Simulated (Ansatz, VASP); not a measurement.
**Hf in VASP and in Ansatz**

File INCAR:

```
  PREC = Accurate
  ENCUT = 600
  EDIFF = 1E-6
  ISMEAR = -1
  SIGMA = 0.05
  LREAL = F
  LASPH = T
  NELM = 80
  ALGO = Normal
  ISIF = 3
  LWAVE = F
  LCHARG = F
  GGA = PE
  IBRION = 2
  NSW = 100
  EDIFFG = -0.005
```

Contents of KPOINTS:

```
regular mesh
0
Gamma
  14 14 8
```

The input POSCAR:

```
Hf
1.0
    3.0637874143      0.0000000000      0.0000000000
   -1.5318937071      2.6533177326      0.0000000000
    0.0000000000      0.0000000000      4.9633356111
Hf
2
Direct
    0.3333333333      0.6666666667      0.2500000000
    0.6666666667      0.3333333333      0.7500000000
```

Input for Ansatz:

```yaml
crystal:
  lattice:
    - [3.0637874143, 0.0, 0.0]
    - [-1.5318937071, 2.6533177326, 0.0]
    - [0.0, 0.0, 4.9633356111]
  atoms:
    - { symbol: Hf, position: [0.3333333333, 0.6666666667, 0.25] }
    - { symbol: Hf, position: [0.6666666667, 0.3333333333, 0.75] }
kpoints:
  mp_grid: { grid: [14, 14, 8] }
scf:
  occupations: { method: fermi_dirac, width: 0.05 }
hamiltonian:
  xc: pbe
  pseudopotentials: { kind: paw }
output:
  forces: true
  stress: true
relax:
  f_tol: 0.005
  max_steps: 80
  cell: {}
```

Alike in both runs: task relaxation of cell and atoms; functional PBE; k mesh 14 × 14 × 8; occupations fermi-dirac, width 0.05 eV; no spin polarisation.

```csv
,VASP,Ansatz
version,VASP 6.6.1,Ansatz 0.2.0
potentials or method,"VASP PAW PBE potentials, release 64 (Hf_pv)","PAW with Ansatz's default frozen-core files, scalar-relativistic"
plane-wave cutoff (eV),600,420
valence electrons in the cell,20,52
```

Ansatz gave:

* relaxed volume (Å³/atom): 22.53
* relaxed cell length with the largest relative difference (Å): 5.064

Task: Which values does VASP return?

Result: Relaxed volume (Å³/atom): 22.44; relaxed cell length with the largest relative difference (Å): 5.055.

VASP's potentials hold 20 valence electrons a cell and Ansatz's 52, so a difference there can come from the potentials and not from the codes.

Neither program's run includes spin-orbit coupling.
